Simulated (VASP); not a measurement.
Wanted: the native input for a VASP 6.6.1 run.

| Quantity | Value |
| --- | --- |
| Task | single point |
| Functional | PBE |
| Potentials or basis | VASP PAW PBE potentials, release 64 (Si, F) |
| Cutoff | 520 eV |
| k mesh | 6 × 6 × 6 |
| Occupations | gaussian, width 0.1 eV |
| Spin | no spin polarisation |
| Dipole correction | no |
| Further INCAR settings | ALGO = Normal; EDIFF = 1e-06; NBANDS = 20 |

The structure of Si4F lies in POSCAR:

```
Si4F
1.0
   -2.4639090554      2.4639090554      3.8295838574
    2.4639090554     -2.4639090554      3.8295838574
    2.4639090554      2.4639090554     -3.8295838574
Si F
4 1
Direct
    0.5000000000      0.5000000000      0.5000000000
    0.0000000000      0.0000000000      0.5000000000
    0.5000000000      0.0000000000      0.0000000000
    0.0000000000      0.5000000000      0.0000000000
    0.5000000000      0.5000000000      0.0000000000
```

The cell was generated, and may not be a known phase.

These files were run (other wordings do the same):

INCAR

```
SYSTEM = Si4F
PREC = Accurate
ENCUT = 520
EDIFF = 1E-6
ISMEAR = 0
SIGMA = 0.1
LREAL = .False.
LASPH = .True.
NELM = 80
ALGO = Normal
ISIF = 2
LWAVE = .False.
LCHARG = .True.
GGA = PE
LELF = .True.
LVHAR = .True.
NBANDS = 20
```

KPOINTS

```
Automatic mesh
0
Gamma
  6 6 6
  0 0 0
```

Potentials or basis: VASP PAW PBE potentials, release 64 (Si, F).

The run is started by

```sh
$ cat potpaw_PBE.64/Si/POTCAR potpaw_PBE.64/F/POTCAR > POTCAR
$ mpirun -np 1 vasp_std > vasp.out
```

It gave:

```
Pressure               : -0.1 GPa
Band gap on the k mesh : zero (an odd number of electrons rules out a gap without spin polarisation)
```

Caveat: an odd number of electrons without spin polarisation forces a metal; a magnetic or distorted state may lie lower.

It took 26 s on 1 thread of Intel(R) Xeon(R) 6975P-C (Granite Rapids), on a shared host, peak memory 0.24 GiB.
